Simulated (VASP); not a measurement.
Here is a VASP 6.6.1 calculation.

INCAR

```
SYSTEM = Zr4GePd
PREC = Accurate
ENCUT = 520
EDIFF = 1E-6
ISMEAR = 0
SIGMA = 0.1
LREAL = .FALSE.
LASPH = .TRUE.
NELM = 80
ALGO = Normal
ISIF = 2
LWAVE = .FALSE.
LCHARG = .FALSE.
GGA = PE
NBANDS = 45
```

KPOINTS

```
regular mesh
0
G
  4 4 4
  0 0 0
```

Contents of POSCAR:

```
Zr4GePd
1.0
    4.6403103400      0.0000000000      0.0000000000
    0.0000000000      4.6403103400      0.0000000000
    0.0000000000      0.0000000000      5.3176787000
Zr Ge Pd
4 1 1
Direct
    0.2647062800      0.2647062800      0.5000000000
    0.7352937200      0.7352937200      0.5000000000
    0.7352937200      0.2647062800      0.5000000000
    0.2647062800      0.7352937200      0.5000000000
    0.0000000000      0.0000000000      0.5000000000
    0.0000000000      0.0000000000      0.0000000000
```

Potentials or basis: VASP PAW PBE potentials, release 64 (Zr_sv, Ge_d, Pd).

Command:

```bash
$ cat potpaw_PBE.64/Zr_sv/POTCAR potpaw_PBE.64/Ge_d/POTCAR potpaw_PBE.64/Pd/POTCAR > POTCAR
$ mpirun -np 1 vasp_std > vasp.out
```

Problem. Estimate the pressure.

Solution. 156.0 GPa.

Problem. Predict the largest force.

Solution. 29.811 eV/Å.

Problem. Predict the band gap on the k mesh.

Solution. Zero (bands 36 and 37 overlap by 2.23 eV).

Forces in eV/Å, atoms in the order of the input:
```
Zr   21.080  21.080   0.000
Zr  -21.080 -21.080   0.000
Zr  -21.080  21.080   0.000
Zr   21.080 -21.080   0.000
Ge    0.000   0.000   0.000
Pd    0.000   0.000   0.000
```

Caveat: atoms lie so close that the PAW spheres overlap strongly, which falsifies energies and pressures; the stress differs along the axes, from -8 to 238 GPa; forces of over 1 eV/Å act on the atoms, so gaps and moduli don't describe the material at rest.
